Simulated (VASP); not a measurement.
# Si2W (I4/mmm) in VASP: notebook, part 2 of 3

VASP 6.6.1.

## Step 3: Single point, PBEsol

This run uses another cell than the first one, of 12.84 Å³/atom, 1.035 times its volume.

INCAR

```
  ALGO = Normal
  EDIFF = 1E-6
  ENCUT = 520
  GGA = PS
  ISIF = 2
  ISMEAR = -1
  LASPH = True
  LCHARG = True
  LELF = True
  LREAL = False
  LVHAR = True
  LWAVE = False
  NBANDS = 18
  NELM = 60
  PREC = Accurate
  SIGMA = 0.05
```

KPOINTS

```
k-points
0
Gamma
  12 12 12
```

POSCAR

```
Si2W
1.0
   -1.5783995103      1.5783995103      3.8643158788
    1.5783995103     -1.5783995103      3.8643158788
    1.5783995103      1.5783995103     -3.8643158788
W Si
1 2
Direct
    0.0000000000      0.0000000000      0.0000000000
    0.6661342704      0.6661342704      0.0000000000
    0.3338657296      0.3338657296      0.0000000000
```

Potentials or basis: VASP PAW PBE potentials, release 64 (W_sv, Si).

Command:

```sh
cat potpaw_PBE.64/W_sv/POTCAR potpaw_PBE.64/Si/POTCAR > POTCAR
mpirun -np 1 vasp_std > vasp.out
```

OUTCAR:

```text
EDIFF = 1E-6
   ENCUT = 520
   GGA = PS
   ISIF = 2
   ISMEAR = -1
   LASPH = True
   LREAL = False
   NELM = 60
   PREC = Accurate

 ion  position               nearest neighbor table
   1  0.000  0.000  0.000-   2 2.58   2 2.58   3 2.58   3 2.58   2 2.58   2 2.58   3 2.58   3 2.58
                             2 2.58   3 2.58
   2  0.666  0.666  0.000-   3 2.57   1 2.58   1 2.58   1 2.58   1 2.58   1 2.58   3 2.58   3 2.58
                             3 2.58   3 2.58
   3  0.334  0.334  0.000-   2 2.57   1 2.58   1 2.58   1 2.58   1 2.58   1 2.58   2 2.58   2 2.58
                             2 2.58   2 2.58

  LATTYP: Found a body centered tetragonal cell.
 ALAT       =     3.1567990206
 C/A-ratio  =     2.4482495424

  Lattice vectors:

 A1 = (  -1.5783995103,   1.5783995103,   3.8643158788)
 A2 = (   1.5783995103,  -1.5783995103,   3.8643158788)
 A3 = (   1.5783995103,   1.5783995103,  -3.8643158788)

Analysis of symmetry for initial positions (statically):
=====================================================================
 Subroutine PRICEL returns:
 Original cell was already a primitive cell.

 Routine SETGRP: Setting up the symmetry group for a
 body centered tetragonal supercell.

 Subroutine GETGRP returns: Found 16 space group operations
 (whereof 16 operations were pure point group operations)
 out of a pool of 16 trial point group operations.

The static configuration has the point symmetry D_4h.

Analysis of symmetry for dynamics (positions and initial velocities):
=====================================================================
 Subroutine PRICEL returns:
 Original cell was already a primitive cell.

 Routine SETGRP: Setting up the symmetry group for a
 body centered tetragonal supercell.

 Subroutine GETGRP returns: Found 16 space group operations
 (whereof 16 operations were pure point group operations)
 out of a pool of 16 trial point group operations.
[... 114 lines left out ...]
   NELECT =      22.0000    total number of electrons
   NUPDOWN=      -1.0000    fix difference up-down
   EMIN   =  10.00;   EMAX   =-10.00  energy-range for DOS
   EFERMI =   0.00;   METHOD = LEGACY
   ISMEAR =    -1;   SIGMA  =   0.05  broadening in eV -4-tet -1-fermi 0-gaus
   EFERMI_NEDOS =   21; number of points for ismear=-14 and -15
   IALGO  =     38    algorithm
   IMIX   =      4    mixing-type and parameters
     AMIX     =   0.40;   BMIX     =  1.00
     AMIX_MAG =   1.60;   BMIX_MAG =  1.00
  volume/ion in A,a.u.               =      12.84        86.62
  Fermi-wavevector in a.u.,A,eV,Ry     =   1.358398  2.566999 25.106068  1.845244
  Thomas-Fermi vector in A             =   2.485234
   LORBIT       =      0    0 simple, 1 ext, 2 COOP (PROOUT), +10 PAW based schemes
   GGA     = PS    functional components
   LHFCALC =     F    Hartree Fock is set to
   AEXX    =    0.0000 exact exchange contribution
   IVDW    =     0    specifies the selected vdW correction
   LEPSILON=     F    determine dielectric tensor
   LRPA    =     F    only Hartree local field effects (RPA)
 non-spin polarized calculation
  energy-cutoff  :      520.00
  volume of cell :       38.51
 maximum number of plane-waves:      1056
 NGX is ok and might be reduce to    36
   NGX = 17   NGY = 17   NGZ = 17

 number of electron      22.0000001 magnetization

 Free energy of the ion-electron system (eV)
  ---------------------------------------------------
  ext. energy  EPLUGINS =         0.00000000
  ---------------------------------------------------
  free energy    TOTEN  =       -26.58891810 eV

  energy without entropy =      -26.58721344  energy(sigma->0) =      -26.58806577

 E-fermi :  12.6190     XC(G=0): -12.8409

 val. band max:       12.5727802301   @ k =  -0.3333  -0.4167   0.3333
 cond. band min:      12.6241789912   @ k =  -0.4167  -0.4167   0.3333
 fundamental gap:      0.0513987612
 Fermi energy:        12.6190231287

 k-point     1 :       0.0000    0.0000    0.0000
  band No.  band energies     occupation
      1     -61.1221      2.00000
      2     -25.4447      2.00000
      3     -25.3854      2.00000
      4     -25.3854      2.00000
      5      -1.9173      2.00000
      6       5.3962      2.00000
[... 481 lines left out ...]
      5       1.3031      2.00000
      6       4.0134      2.00000
[... 10 lines left out ...]
     17      19.9757      0.00000
     18      21.3512      0.00000

 [... further k-points ...]
[... 5 lines left out ...]
  --------------------------------------------------------------------------------------
  -------------------------------------------------------------------------------------
  Total        2.5259721      2.5259721      2.5156342      0.0000000      0.0000000      0.0000000
  in kB      105.0927233    105.0927233    104.6626182      0.0000000      0.0000000      0.0000000
  external PRESSURE =     104.9493549 kB  Pullay stress =       0.0000000 kB

 VOLUME and BASIS-vectors are now :
 -----------------------------------------------------------------------------
  energy-cutoff  :      520.00
  volume of cell :       38.51
      direct lattice vectors                 reciprocal lattice vectors
    -1.578399510  1.578399510  3.864315879     0.000000000  0.316776581  0.129389008
     1.578399510 -1.578399510  3.864315879     0.316776581  0.000000000  0.129389008
     1.578399510  1.578399510 -3.864315879     0.316776581  0.316776581  0.000000000

 POSITION                                       TOTAL-FORCE (eV/Angst)
 -----------------------------------------------------------------------------------
      0.00000      0.00000      0.00000         0.000000      0.000000     -0.000000
      0.00000      0.00000      5.14831        -0.000000     -0.000000      0.013142
      0.00000      0.00000      2.58033         0.000000      0.000000     -0.013142
 -----------------------------------------------------------------------------------
    total drift:                               -0.000000     -0.000000      0.000000

  FREE ENERGIE OF THE ION-ELECTRON SYSTEM (eV)
  ---------------------------------------------------
  free  energy   TOTEN  =       -26.5889180958 eV

  energy  without entropy=      -26.5872134427  energy(sigma->0) =      -26.58806577
```

OSZICAR:

```text
N       E                     dE             d eps       ncg     rms          rms(c)
DAV:   1     0.130168895867E+03    0.13017E+03   -0.10912E+04  5868   0.124E+03
DAV:   2    -0.228728848497E+02   -0.15304E+03   -0.14923E+03  6670   0.324E+02
DAV:   3    -0.273888736682E+02   -0.45160E+01   -0.44568E+01  7268   0.501E+01
DAV:   4    -0.274284533345E+02   -0.39580E-01   -0.39515E-01  7038   0.486E+00
DAV:   5    -0.274288504576E+02   -0.39712E-03   -0.39710E-03  6926   0.518E-01    0.286E+01
DAV:   6    -0.267079441114E+02    0.72091E+00   -0.28007E+00  6298   0.124E+01    0.106E+01
DAV:   7    -0.266111755100E+02    0.96769E-01   -0.16893E-01  6294   0.240E+00    0.468E+00
DAV:   8    -0.265895910846E+02    0.21584E-01   -0.35127E-02  6742   0.142E+00    0.324E-01
DAV:   9    -0.265890612464E+02    0.52984E-03   -0.85120E-04  6658   0.246E-01    0.186E-01
DAV:  10    -0.265889216905E+02    0.13956E-03   -0.22774E-04  7048   0.130E-01    0.466E-02
DAV:  11    -0.265889177966E+02    0.38939E-05   -0.25847E-05  6644   0.361E-02    0.182E-02
DAV:  12    -0.265889180958E+02   -0.29915E-06   -0.94091E-07  4064   0.671E-03
   1 F= -.26588918E+02 E0= -.26588066E+02  d E =-.170465E-02
```

Wall time 78 s (1 thread of Intel Xeon Platinum 8488C (Sapphire Rapids), shared host); peak memory 0.27 GiB.

Results:

```yaml
Free_energy: -26.5889 eV
Pressure: 10.5 GPa
Largest_force: 0.013 eV/Å
Band_gap_on_the_k_mesh: zero (band 11 reaches 13.41 eV, above the bottom of band 12 at 11.97 eV)
```

Forces in eV/Å, atoms in the order of the input:
```
W    0.000  0.000  0.000
Si   0.000  0.000  0.013
Si   0.000  0.000 -0.013
```

Caveat: the PAW data sets were made with another functional, which shifts forces and pressure a little; spin-orbit coupling is left out, which moves the levels of the heavy elements.

## Step 4: Single point, PBEsol

This run uses another cell than the first one, of 13.08 Å³/atom, 1.055 times its volume.

INCAR

```
SYSTEM = Si2W
PREC = Accurate
ENCUT = 520
EDIFF = 1E-6
ISMEAR = -1
SIGMA = 0.05
LREAL = .FALSE.
LASPH = .TRUE.
NELM = 100
ALGO = Normal
ISIF = 2
LWAVE = .FALSE.
LCHARG = .FALSE.
GGA = PS
NBANDS = 18
```

KPOINTS

```
Automatic mesh
0
G
  12 12 12
  0 0 0
```

POSCAR

```
Si2W
1.0
   -1.5892231722      1.5892231722      3.8852374832
    1.5892231722     -1.5892231722      3.8852374832
    1.5892231722      1.5892231722     -3.8852374832
W Si
1 2
Direct
    0.0000000000      0.0000000000      0.0000000000
    0.6658694082      0.6658694082      0.0000000000
    0.3341305918      0.3341305918      0.0000000000
```

Command:

```sh
cat potpaw_PBE.64/W_sv/POTCAR potpaw_PBE.64/Si/POTCAR > POTCAR
mpirun -np 1 vasp_std > vasp.out
```

It took 78 s on 1 thread of Intel Xeon Platinum 8488C (Sapphire Rapids), shared host; peak memory 0.27 GiB.

The run converged. Its results:

- Free energy: -26.6258 eV
- Pressure: 5.4 GPa
- Largest force: 0.009 eV/Å
- Band gap on the k mesh: zero (band 11 reaches 13.09 eV, above the bottom of band 12 at 11.70 eV)

Forces in eV/Å, atoms in the order of the input:
```
W    0.000  0.000  0.000
Si   0.000  0.000  0.009
Si   0.000  0.000 -0.009
```

Levels at points of the mesh, in eV from the Fermi level:
```
           k point  band 8  band 9  band 10  band 11  band 12  band 13  band 14  band 15
(0.00, 0.00, 0.00)   -3.53   -2.95    -2.95     0.63     2.75     2.92     3.19     3.19
(0.50, 0.00, 0.00)   -4.97   -2.93    -2.89    -0.50     2.80     2.82     3.98     4.61
(0.50, 0.50, 0.00)   -5.51   -5.18    -3.43    -1.77     2.85     3.08     3.25     3.93
(0.50, 0.50, 0.50)   -2.73   -0.85    -0.85    -0.56    -0.56     0.82     4.55     5.21
```

Caveat: the PAW data sets were made with another functional, which shifts forces and pressure a little; spin-orbit coupling is left out, which moves the levels of the heavy elements.

(Continued in part 3 of 3.)
